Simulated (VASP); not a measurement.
Here is a VASP 6.6.1 calculation.

The input INCAR:

```
SYSTEM = MgO
  ALGO = Normal
  EDIFF = 1E-6
  ENCUT = 600
  GGA = PE
  GGA_COMPAT = .False.
  ISIF = 2
  ISMEAR = 0
  LASPH = .True.
  LCHARG = .False.
  LREAL = .False.
  LWAVE = .False.
  NBANDS = 11
  NELM = 120
  PREC = Accurate
  SIGMA = 0.1
```

KPOINTS

```
k-points
0
Gamma
  8 8 8
  0 0 0
```

The input POSCAR:

```
MgO
1.0
    0.0000000000      2.0426447204      2.0426447204
    2.0426447204      0.0000000000      2.0426447204
    2.0426447204      2.0426447204      0.0000000000
Mg O
1 1
Direct
    0.0000000000      0.0000000000      0.0000000000
    0.5000000000      0.5000000000      0.5000000000
```

Potentials or basis: VASP PAW PBE potentials, release 64 (Mg, O).

Run with:

```console
$ cat potpaw_PBE.64/Mg/POTCAR potpaw_PBE.64/O/POTCAR > POTCAR
$ mpirun -np 1 vasp_std > vasp.out
```

Q: Estimate the band gap on the k mesh.

A: 5.67 eV, direct.

Q: What does it give for the pressure?

A: 22.2 GPa.

Expect the measured gap to be larger: semilocal functionals such as PBE lack the derivative discontinuity.
